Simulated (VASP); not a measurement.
Set up this calculation in VASP 6.6.1, as the native input.

```
Task                   : relaxation of cell and atoms
Functional             : PBEsol
Potentials or basis    : VASP PAW PBE potentials, release 64 (Ag)
Cutoff                 : 600 eV
k mesh                 : 13 × 13 × 13
Occupations            : fermi-dirac, width 0.08 eV
Spin                   : no spin polarisation
Dipole correction      : no
Further INCAR settings : ALGO = Normal; EDIFF = 1e-07; IBRION = 2; EDIFFG = -0.005; NSW = 60; ISIF = 3
```

The structure of Ag lies in POSCAR:

```
Ag
1.0
    0.0000000000      2.7499173529      2.7499173529
    2.7499173529      0.0000000000      2.7499173529
    2.7499173529      2.7499173529      0.0000000000
Ag
2
Direct
   -0.1250000000     -0.1250000000     -0.1250000000
    0.1250000000      0.1250000000      0.1250000000
```

This isn't the form of Ag at room conditions, which is fcc.

These files were run (other wordings do the same):

INCAR

```
ALGO     = Normal         # electronic algorithm
EDIFF    = 1E-7           # SCF threshold, eV
EDIFFG   = -0.005         # ionic threshold
ENCUT    = 600            # plane-wave cutoff, eV
GGA      = PS             # functional
IBRION   = 2              # ionic algorithm
ISIF     = 3              # what is computed and relaxed
ISMEAR   = -1             # smearing method
LASPH    = True           # aspherical terms in the spheres
LCHARG   = False          # write CHGCAR
LREAL    = False          # projectors in reciprocal space
LWAVE    = False          # write WAVECAR
NELM     = 100            # most SCF steps
NSW      = 60             # ionic steps
PREC     = Accurate       # precision mode
SIGMA    = 0.08           # smearing width, eV
```

KPOINTS

```
k-points
0
Gamma
  13 13 13
```

Potentials or basis: VASP PAW PBE potentials, release 64 (Ag).

Run with:

```bash
$ cat potpaw_PBE.64/Ag/POTCAR > POTCAR
$ mpirun -np 1 vasp_std > vasp.out
```

It gave:

The relaxed volume is 27.47 Å³/atom, the relaxed cell is a = 4.267 Å, b = 4.267 Å, c = 4.267 Å, α = 60.00°, β = 60.00°, γ = 60.00° and the space group after relaxing (to 0.1 Å) is Fd-3m (No. 227). The energy gained by relaxing is 386.9 meV/atom. The ionic steps are 5. The pressure after relaxing is 0.0 GPa. The band gap on the k mesh is zero (bands 11 and 12 overlap by 0.85 eV).

Caveat: the volume moved by over 15 % at a fixed basis, so the end points are rough; the PAW data sets were made with another functional, which shifts forces and pressure a little.

It took 89 s on 1 thread of Intel(R) Xeon(R) Platinum 8559C (Emerald Rapids), on a shared host, peak memory 0.22 GiB.
